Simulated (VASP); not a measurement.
A run of VASP 6.6.1:

Contents of INCAR:

```
  ALGO = Normal
  EDIFF = 1E-6
  ENCUT = 520
  GGA = PE
  ISIF = 2
  ISMEAR = 0
  LASPH = T
  LCHARG = F
  LREAL = F
  LWAVE = F
  NBANDS = 16
  NELM = 100
  PREC = Accurate
  SIGMA = 0.01
```

File KPOINTS:

```
k-points
0
Gamma
  9 9 6
```

The input POSCAR:

```
BN
1.0
    2.5285207801      0.0000000000      0.0000000000
   -1.2642603900      2.1897632295      0.0000000000
    0.0000000000      0.0000000000      4.1816427690
B N
2 2
Direct
    0.3333333333      0.6666666667     -0.0002010630
    0.6666666667      0.3333333333      0.4997989370
    0.3333333333      0.6666666667      0.3742010630
    0.6666666667      0.3333333333      0.8742010630
```

Potentials or basis: VASP PAW PBE potentials, release 64 (B, N).

Command:

```bash
$ cat potpaw_PBE.64/B/POTCAR potpaw_PBE.64/N/POTCAR > POTCAR
$ mpirun -np 1 vasp_std > vasp.out
```

Hardware: 1 thread of AMD EPYC 7R43 64-Core Processor (Zen 3), with other jobs on the host.

How long does it take, and how much memory?

Wall time 14 s on 1 thread of AMD EPYC 7R43 64-Core Processor (Zen 3), with other jobs on the host, peak memory 0.1 GiB. Counts: scf iterations 12, k points 48.
